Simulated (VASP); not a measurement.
Input of a VASP 6.6.1 run:

The input INCAR:

```
SYSTEM = KNbO3
PREC     = Accurate       ! precision mode
ENCUT    = 600            ! plane-wave cutoff, eV
EDIFF    = 1E-6           ! SCF threshold, eV
ISMEAR   = 0              ! smearing method
SIGMA    = 0.1            ! smearing width, eV
LREAL    = .False.        ! projectors in reciprocal space
LASPH    = .True.         ! aspherical terms in the spheres
NELM     = 120            ! most SCF steps
ALGO     = Normal         ! electronic algorithm
ISIF     = 2              ! what is computed and relaxed
LWAVE    = .False.        ! write WAVECAR
LCHARG   = .False.        ! write CHGCAR
GGA      = PE             ! functional
NBANDS   = 28             ! bands
GGA_COMPAT= .False.
```

Contents of KPOINTS:

```
Automatic mesh
0
Gamma
  3 3 3
  0 0 0
```

File POSCAR:

```
KNbO3
1.0
    4.0129726800      0.0000000000      0.0000000000
    0.0000000000      4.0129726800      0.0000000000
    0.0000000000      0.0000000000      4.1102918300
K Nb O
1 1 3
Direct
    0.5000000000      0.5000000000      0.4999545100
    0.0000000000      0.0000000000      0.0149157700
    0.5000000000      0.0000000000      0.9741423400
    0.0000000000      0.5000000000      0.9741423400
    0.0000000000      0.0000000000      0.4716460400
```

Potentials or basis: VASP PAW PBE potentials, release 64 (K_sv, Nb_sv, O).

Launch:

```sh
$ cat potpaw_PBE.64/K_sv/POTCAR potpaw_PBE.64/Nb_sv/POTCAR potpaw_PBE.64/O/POTCAR > POTCAR
$ mpirun -np 1 vasp_std > vasp.out
```

Question: Estimate the largest force.

Answer: 0.780 eV/Å.

Question: Estimate the pressure.

Answer: -0.6 GPa.

Question: What does it give for the band gap on the k mesh?

Answer: 1.88 eV (least direct gap 2.37 eV).

Forces on the atoms (eV/Å):
```
K    0.000  0.000 -0.007
Nb   0.000  0.000  0.780
O    0.000  0.000 -0.131
O    0.000  0.000 -0.131
O    0.000  0.000 -0.511
```

Caveat: the k points lie up to 0.52 Å⁻¹ apart. A k mesh can miss the band edges.
